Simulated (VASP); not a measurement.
# Au (Fd-3m) in VASP: a series of runs

The runs below take Au through single point, with r2SCAN.

All numbers are computed with VASP 6.6.1; they aren't measurements. Logs are shortened: lines on timing, memory, paths and dates and some standing lists are left out, and cuts for length are marked.

## 1. The cell of the first run

The structure is cubic, space group Fd-3m (No. 227). Conventional cell: a = 5.499 Å, b = 5.499 Å, c = 5.499 Å, α = 90.00°, β = 90.00°, γ = 90.00°. Within 3.1 Å of Au (site symmetry -43m) lie 4 Au at 2.38 Å.

## 2. Single point, r2SCAN

POSCAR reads:

```
Au
1.0
    0.0000000000      2.7492748176      2.7492748176
    2.7492748176      0.0000000000      2.7492748176
    2.7492748176      2.7492748176      0.0000000000
Au
2
Direct
    0.0000000000      0.0000000000      0.0000000000
    0.2500000000      0.2500000000      0.2500000000
```

INCAR.step1 reads:

```
SYSTEM = Au
PREC = Accurate
ENCUT = 520
ISMEAR = 0
SIGMA = 0.05
LREAL = .FALSE.
LASPH = .TRUE.
NELM = 80
NBANDS = 18
GGA = PE
ALGO = Normal
EDIFF = 1E-4
LWAVE = .TRUE.
LCHARG = .FALSE.
```

INCAR.step2 reads:

```
SYSTEM = Au
PREC = Accurate
ENCUT = 520
EDIFF = 1E-6
ISMEAR = 0
SIGMA = 0.05
LREAL = .FALSE.
LASPH = .TRUE.
NELM = 80
ALGO = Normal
ISIF = 2
LWAVE = .FALSE.
LCHARG = .FALSE.
METAGGA = R2SCAN
LMIXTAU = .TRUE.
NBANDS = 18
ISTART = 1
```

KPOINTS reads:

```
regular mesh
0
G
  6 6 6
  0 0 0
```

Potentials or basis: VASP PAW PBE potentials, release 64 (Au).

Command:

```sh
cat potpaw_PBE.64/Au/POTCAR > POTCAR
cp INCAR.step1 INCAR
mpirun -np 1 vasp_std > vasp.out
cp INCAR.step2 INCAR
mpirun -np 1 vasp_std > vasp.out
```

OUTCAR:

```text
SYSTEM = Au
   PREC = Accurate
   ENCUT = 520
   EDIFF = 1E-6
   ISMEAR = 0
   LREAL = .FALSE.
   LASPH = .TRUE.
   NELM = 80
   ISIF = 2
   METAGGA = R2SCAN
   ISTART = 1

 ion  position               nearest neighbor table
   1  0.000  0.000  0.000-   2 2.38   2 2.38   2 2.38   2 2.38
   2  0.250  0.250  0.250-   1 2.38   1 2.38   1 2.38   1 2.38

  LATTYP: Found a face centered cubic cell.
 ALAT       =     5.4985496352

  Lattice vectors:

 A1 = (   0.0000000000,   2.7492748176,   2.7492748176)
 A2 = (   2.7492748176,   0.0000000000,   2.7492748176)
 A3 = (   2.7492748176,   2.7492748176,   0.0000000000)

Analysis of symmetry for initial positions (statically):
=====================================================================
 Subroutine PRICEL returns:
 Original cell was already a primitive cell.

 Routine SETGRP: Setting up the symmetry group for a
 face centered cubic supercell.

 Subroutine GETGRP returns: Found 48 space group operations
 (whereof 24 operations were pure point group operations)
 out of a pool of 48 trial point group operations.

The static configuration has the point symmetry T_d .
 The point group associated with its full space group is O_h .

Analysis of symmetry for dynamics (positions and initial velocities):
=====================================================================
 Subroutine PRICEL returns:
 Original cell was already a primitive cell.

 Routine SETGRP: Setting up the symmetry group for a
 face centered cubic supercell.

 Subroutine GETGRP returns: Found 48 space group operations
 (whereof 24 operations were pure point group operations)
 out of a pool of 48 trial point group operations.

The dynamic configuration has the point symmetry T_d .
 The point group associated with its full space group is O_h .

 Subroutine INISYM returns: Found 48 space group operations
 (whereof 24 operations are pure point group operations),
 and found     1 'primitive' translations

----------------------------------------------------------------------------------------

                                     Primitive cell

  volume of cell :      41.5609

  direct lattice vectors                    reciprocal lattice vectors
     0.000000000  2.749274818  2.749274818    -0.181866140  0.181866140  0.181866140
     2.749274818  0.000000000  2.749274818     0.181866140 -0.181866140  0.181866140
     2.749274818  2.749274818  0.000000000     0.181866140  0.181866140 -0.181866140

  length of vectors
     3.888061734  3.888061734  3.888061734     0.315001395  0.315001395  0.315001395

  position of ions in fractional coordinates (direct lattice)
     0.000000000  0.000000000  0.000000000
     0.250000000  0.250000000  0.250000000

  ion indices of the primitive-cell ions
   primitive index   ion index
                 1           1
                 2           2

----------------------------------------------------------------------------------------

 KPOINTS: regular mesh

Automatic generation of k-mesh.
 Grid dimensions read from file:
 generate k-points for:    6    6    6

 Generating k-lattice:

  Cartesian coordinates                     Fractional coordinates (reciprocal lattice)
    -0.030311023  0.030311023  0.030311023     0.166666667  0.000000000  0.000000000
     0.030311023 -0.030311023  0.030311023     0.000000000  0.166666667  0.000000000
     0.030311023  0.030311023 -0.030311023     0.000000000  0.000000000  0.166666667

  Length of vectors
     0.052500233  0.052500233  0.052500233

  Shift w.r.t. Gamma in fractional coordinates (k-lattice)
     0.000000000  0.000000000  0.000000000

 Subroutine IBZKPT returns following result:
 ===========================================

 Found     16 irreducible k-points:

 Following reciprocal coordinates:
            Coordinates               Weight
  0.000000  0.000000  0.000000      1.000000
  0.166667  0.000000  0.000000      8.000000
  0.333333  0.000000  0.000000      8.000000
  0.500000  0.000000  0.000000      4.000000
  0.166667  0.166667  0.000000      6.000000
  0.333333  0.166667  0.000000     24.000000
[... 8 lines left out ...]
 -0.333333  0.333333  0.166667     24.000000
 -0.333333  0.500000  0.166667     12.000000
   k-points           NKPTS =     16   k-points in BZ     NKDIM =     16   number of bands    NBANDS=     18
   number of dos      NEDOS =    301   number of ions     NIONS =      2
   total plane-waves  NPLWV =  27000
   dimension x,y,z NGX =    30 NGY =   30 NGZ =   30
   dimension x,y,z NGXF=    60 NGYF=   60 NGZF=   60
   ions per type =               2
   NGX,Y,Z   is equivalent  to a cutoff of  12.83, 12.83, 12.83 a.u.
   NGXF,Y,Z  is equivalent  to a cutoff of  25.65, 25.65, 25.65 a.u.
 SYSTEM =  Au
   PREC   = accura    normal or accurate (medium, high low for compatibility)
   ISTART =      1    job   : 0-new  1-cont  2-samecut
   ICHARG =      0    charge: 1-file 2-atom 10-const
   ISPIN  =      1    spin polarized calculation?
   LNONCOLLINEAR =      F non collinear calculations
   LSORBIT =      F    spin-orbit coupling
   LASPH  =      T    aspherical Exc in radial PAW
   ENCUT  =  520.0 eV  38.22 Ry    6.18 a.u.   7.23  7.23  7.23*2*pi/ulx,y,z
   NELM   =     80;   NELMIN=  2; NELMDL=  0     # of ELM steps
   EDIFF  = 0.1E-05   stopping-criterion for ELM
   LREAL  =      F    real-space projection
   EDIFFG = 0.1E-04   stopping-criterion for IOM
   NSW    =      0    number of steps for IOM
   IBRION =     -1    ionic relax: 0-MD 1-quasi-New 2-CG
   NFREE  =      0    steps in history (QN), initial steepest desc. (CG)
   ISIF   =      2    stress and relaxation
   ISYM   =      2    0-nonsym 1-usesym 2-fastsym
   POTIM  = 0.5000    time-step for ionic-motion
   TEBEG  =    0.0;   TEEND  =   0.0 temperature during run
   PSTRESS=    0.0 pullay stress
   NELECT =      22.0000    total number of electrons
   NUPDOWN=      -1.0000    fix difference up-down
   EMIN   =  10.00;   EMAX   =-10.00  energy-range for DOS
   EFERMI =   0.00;   METHOD = LEGACY
   ISMEAR =     0;   SIGMA  =   0.05  broadening in eV -4-tet -1-fermi 0-gaus
   EFERMI_NEDOS =   21; number of points for ismear=-14 and -15
   IALGO  =     38    algorithm
   IMIX   =      4    mixing-type and parameters
     AMIX     =   0.40;   BMIX     =  1.00
     AMIX_MAG =   1.60;   BMIX_MAG =  1.00
  volume/ion in A,a.u.               =      20.78       140.23
  Fermi-wavevector in a.u.,A,eV,Ry     =   1.324304  2.502571 23.861627  1.753780
  Thomas-Fermi vector in A             =   2.453848
   LORBIT       =      0    0 simple, 1 ext, 2 COOP (PROOUT), +10 PAW based schemes
   METAGGA = R2SCAN    functional components
   LHFCALC =     F    Hartree Fock is set to
   AEXX    =    0.0000 exact exchange contribution
   IVDW    =     0    specifies the selected vdW correction
   LEPSILON=     F    determine dielectric tensor
   LRPA    =     F    only Hartree local field effects (RPA)
 non-spin polarized calculation
 Gauss-broadening in eV      SIGMA  =   0.05
  energy-cutoff  :      520.00
  volume of cell :       41.56
 maximum number of plane-waves:      1139
 NGX is ok and might be reduce to    30
   NGX = 15   NGY = 15   NGZ = 15

 number of electron      21.9999998 magnetization

 Free energy of the ion-electron system (eV)
  ---------------------------------------------------
  ext. energy  EPLUGINS =         0.00000000
  ---------------------------------------------------
  free energy    TOTEN  =       -98.08575636 eV

  energy without entropy =      -98.08245202  energy(sigma->0) =      -98.08410419

 E-fermi :   6.4538     XC(G=0): -11.9456

 val. band max:        6.3701113641   @ k =   0.5000   0.0000   0.0000
 cond. band min:       6.4567366109   @ k =  -0.3333   0.3333   0.1667
 fundamental gap:      0.0866252468
 Fermi energy:         6.4537755048

 k-point     1 :       0.0000    0.0000    0.0000
  band No.  band energies     occupation
      1      -2.0601      2.00000
      2       0.1324      2.00000
      3       0.1324      2.00000
      4       0.3619      2.00000
      5       0.3619      2.00000
      6       0.3619      2.00000
[... 10 lines left out ...]
     17      19.9880      0.00000
     18      19.9880      0.00000

 k-point     2 :       0.1667    0.0000    0.0000
  band No.  band energies     occupation
      1      -1.6098      2.00000
      2      -0.0800      2.00000
      3      -0.0800      2.00000
      4       0.3257      2.00000
      5       0.7039      2.00000
      6       0.7039      2.00000
[... 10 lines left out ...]
     17      20.4547      0.00000
     18      20.6824      0.00000

 k-point     3 :       0.3333    0.0000    0.0000
  band No.  band energies     occupation
      1      -0.6443      2.00000
      2      -0.0524      2.00000
      3      -0.0524      2.00000
      4       0.2570      2.00000
      5       0.7720      2.00000
      6       0.7720      2.00000
[... 10 lines left out ...]
     17      20.6171      0.00000
     18      20.6171      0.00000

 k-point     4 :       0.5000    0.0000    0.0000
  band No.  band energies     occupation
      1      -0.1572      2.00000
      2       0.1450      2.00000
      3       0.1450      2.00000
      4       0.1528      2.00000
      5       0.5385      2.00000
      6       0.5385      2.00000
[... 207 lines left out ...]
      4       0.3890      2.00000
      5       0.9947      2.00000
      6       1.7249      2.00000
[... 10 lines left out ...]
     17      21.2179      0.00000
     18      23.9242      0.00000

 k-point    15 :      -0.3333    0.3333    0.1667
  band No.  band energies     occupation
      1      -0.5058      2.00000
      2      -0.3576      2.00000
      3       0.3876      2.00000
      4       0.4281      2.00000
      5       1.2581      2.00000
      6       1.5933      2.00000
[... 10 lines left out ...]
     17      22.3301      0.00000
     18      22.5757      0.00000

 k-point    16 :      -0.3333    0.5000    0.1667
  band No.  band energies     occupation
      1      -0.4724      2.00000
      2      -0.4724      2.00000
      3       0.4238      2.00000
      4       0.4238      2.00000
      5       1.8473      2.00000
      6       1.8473      2.00000
[... 10 lines left out ...]
     17      23.3923      0.00000
     18      23.3923      0.00000

------------------------ aborting loop because EDIFF is reached ----------------------------------------

  FORCE on cell =-STRESS in cart. coord.  units (eV):
  Direction    XX          YY          ZZ          XY          YZ          ZX
  --------------------------------------------------------------------------------------
  -------------------------------------------------------------------------------------
  Total       11.7632138     11.7632138     11.7632138      0.0000000      0.0000000      0.0000000
  in kB      453.4737118    453.4737118    453.4737118      0.0000000      0.0000000      0.0000000
  external PRESSURE =     453.4737118 kB  Pullay stress =       0.0000000 kB

 VOLUME and BASIS-vectors are now :
 -----------------------------------------------------------------------------
  energy-cutoff  :      520.00
  volume of cell :       41.56
      direct lattice vectors                 reciprocal lattice vectors
     0.000000000  2.749274818  2.749274818    -0.181866140  0.181866140  0.181866140
     2.749274818  0.000000000  2.749274818     0.181866140 -0.181866140  0.181866140
     2.749274818  2.749274818  0.000000000     0.181866140  0.181866140 -0.181866140

 POSITION                                       TOTAL-FORCE (eV/Angst)
 -----------------------------------------------------------------------------------
      0.00000      0.00000      0.00000        -0.000000     -0.000000     -0.000000
      1.37464      1.37464      1.37464         0.000000      0.000000      0.000000
 -----------------------------------------------------------------------------------
    total drift:                                0.000000     -0.000000      0.000000

  FREE ENERGIE OF THE ION-ELECTRON SYSTEM (eV)
  ---------------------------------------------------
  free  energy   TOTEN  =       -98.0857563634 eV

  energy  without entropy=      -98.0824520175  energy(sigma->0) =      -98.08410419
```

Run time: 25 s. Hardware: 1 thread of Intel Xeon 6975P-C (Granite Rapids), shared host; peak memory 0.17 GiB.

What came out:

| Quantity | Value |
| --- | --- |
| Free energy | -98.0858 eV |
| Pressure | 45.3 GPa |
| Band gap on the k mesh | zero (band 11 reaches 7.07 eV, above the bottom of band 12 at 6.37 eV) |

Levels at points of the mesh, in eV from the Fermi level:
| k point | band 7 | band 8 | band 9 | band 10 | band 11 | band 12 | band 13 | band 14 | band 15 | band 16 |
| --- | --- | --- | --- | --- | --- | --- | --- | --- | --- | --- |
| (0.00, 0.00, 0.00) | -3.21 | -3.21 | -3.21 | -1.29 | -1.29 | 11.38 | 11.39 | 12.70 | 12.70 | 12.70 |
| (0.50, 0.00, 0.00) | -2.72 | -2.72 | -2.05 | -1.61 | -1.61 | -0.08 | 8.57 | 8.57 | 10.42 | 12.59 |
| (0.50, 0.50, 0.00) | -4.01 | -4.01 | -1.32 | -1.32 | 0.62 | 0.62 | 3.90 | 3.90 | 9.91 | 9.91 |

Caveat: the PAW data sets were made with another functional, which shifts forces and pressure a little; spin-orbit coupling is left out, which moves the levels of the heavy elements.

## 3. Single point, r2SCAN

This run uses another cell than the first one, of 22.11 Å³/atom, 1.064 times its volume.

POSCAR reads:

```
Au
1.0
    0.0000000000      2.8067738064      2.8067738064
    2.8067738064      0.0000000000      2.8067738064
    2.8067738064      2.8067738064      0.0000000000
Au
2
Direct
    0.0000000000      0.0000000000      0.0000000000
    0.2500000000      0.2500000000      0.2500000000
```

INCAR.step1 reads:

```
PREC = Accurate
ENCUT = 520
ISMEAR = 0
SIGMA = 0.05
LREAL = F
LASPH = T
NELM = 100
NBANDS = 18
GGA = PE
ALGO = Normal
EDIFF = 1E-4
LWAVE = T
LCHARG = F
```

INCAR.step2 reads:

```
PREC = Accurate
ENCUT = 520
EDIFF = 1E-6
ISMEAR = 0
SIGMA = 0.05
LREAL = F
LASPH = T
NELM = 100
ALGO = Normal
ISIF = 2
LWAVE = F
LCHARG = F
METAGGA = R2SCAN
LMIXTAU = T
NBANDS = 18
ISTART = 1
```

KPOINTS reads:

```
regular mesh
0
Gamma
  6 6 6
```

Potentials or basis: VASP PAW PBE potentials, release 64 (Au).

Command:

```sh
cat potpaw_PBE.64/Au/POTCAR > POTCAR
cp INCAR.step1 INCAR
mpirun -np 1 vasp_std > vasp.out
cp INCAR.step2 INCAR
mpirun -np 1 vasp_std > vasp.out
```

OUTCAR:

```text
PREC = Accurate
   ENCUT = 520
   EDIFF = 1E-6
   ISMEAR = 0
   LREAL = F
   LASPH = T
   NELM = 100
   ISIF = 2
   METAGGA = R2SCAN
   ISTART = 1

 ion  position               nearest neighbor table
   1  0.000  0.000  0.000-   2 2.43   2 2.43   2 2.43   2 2.43
   2  0.250  0.250  0.250-   1 2.43   1 2.43   1 2.43   1 2.43

  LATTYP: Found a face centered cubic cell.
 ALAT       =     5.6135476128

  Lattice vectors:
[... 513 lines left out ...]
     17      22.0088      0.00000
     18      22.0088      0.00000

------------------------ aborting loop because EDIFF is reached ----------------------------------------

  FORCE on cell =-STRESS in cart. coord.  units (eV):
  Direction    XX          YY          ZZ          XY          YZ          ZX
  --------------------------------------------------------------------------------------
  -------------------------------------------------------------------------------------
  Total        8.3591373      8.3591373      8.3591373      0.0000000      0.0000000      0.0000000
  in kB      302.8445782    302.8445782    302.8445782      0.0000000      0.0000000      0.0000000
  external PRESSURE =     302.8445782 kB  Pullay stress =       0.0000000 kB

 VOLUME and BASIS-vectors are now :
 -----------------------------------------------------------------------------
  energy-cutoff  :      520.00
  volume of cell :       44.22
      direct lattice vectors                 reciprocal lattice vectors
     0.000000000  2.806773806  2.806773806    -0.178140468  0.178140468  0.178140468
     2.806773806  0.000000000  2.806773806     0.178140468 -0.178140468  0.178140468
     2.806773806  2.806773806  0.000000000     0.178140468  0.178140468 -0.178140468

 POSITION                                       TOTAL-FORCE (eV/Angst)
 -----------------------------------------------------------------------------------
      0.00000      0.00000      0.00000         0.000000      0.000000      0.000000
      1.40339      1.40339      1.40339        -0.000000     -0.000000     -0.000000
 -----------------------------------------------------------------------------------
    total drift:                                0.000000     -0.000000      0.000000

  FREE ENERGIE OF THE ION-ELECTRON SYSTEM (eV)
  ---------------------------------------------------
  free  energy   TOTEN  =       -98.7086346187 eV

  energy  without entropy=      -98.7055173431  energy(sigma->0) =      -98.70707598
```

OUTCAR.step1:

```text
PREC = Accurate
   ENCUT = 520
   ISMEAR = 0
   LREAL = F
   LASPH = T
[... 548 lines left out ...]
 -----------------------------------------------------------------------------------
      0.00000      0.00000      0.00000        -0.000000     -0.000000     -0.000000
      1.40339      1.40339      1.40339         0.000000      0.000000      0.000000
 -----------------------------------------------------------------------------------
    total drift:                                0.000000     -0.000000      0.000000

  FREE ENERGIE OF THE ION-ELECTRON SYSTEM (eV)
  ---------------------------------------------------
  free  energy   TOTEN  =        -3.9201878171 eV

  energy  without entropy=       -3.9170702349  energy(sigma->0) =       -3.91862903
```

Wall time 24 s (1 thread of Intel Xeon 6975P-C (Granite Rapids), shared host); peak memory 0.16 GiB.

What came out:

- Free energy: -98.7086 eV
- Pressure: 30.3 GPa
- Band gap on the k mesh: zero (band 11 reaches 6.17 eV, above the bottom of band 12 at 5.47 eV)

Levels at points of the mesh, in eV from the Fermi level:
```csv
k point,band 7,band 8,band 9,band 10,band 11,band 12,band 13,band 14,band 15,band 16
"(0.00, 0.00, 0.00)",-3.13,-3.13,-3.13,-1.42,-1.42,10.89,11.04,12.05,12.05,12.05
"(0.50, 0.00, 0.00)",-2.70,-2.70,-1.86,-1.69,-1.69,-0.25,8.14,8.14,10.28,11.73
"(0.50, 0.50, 0.00)",-3.86,-3.86,-1.42,-1.42,0.45,0.45,3.82,3.82,9.46,9.46
```

Caveat: the PAW data sets were made with another functional, which shifts forces and pressure a little; spin-orbit coupling is left out, which moves the levels of the heavy elements.

[end of part 1 of 2]
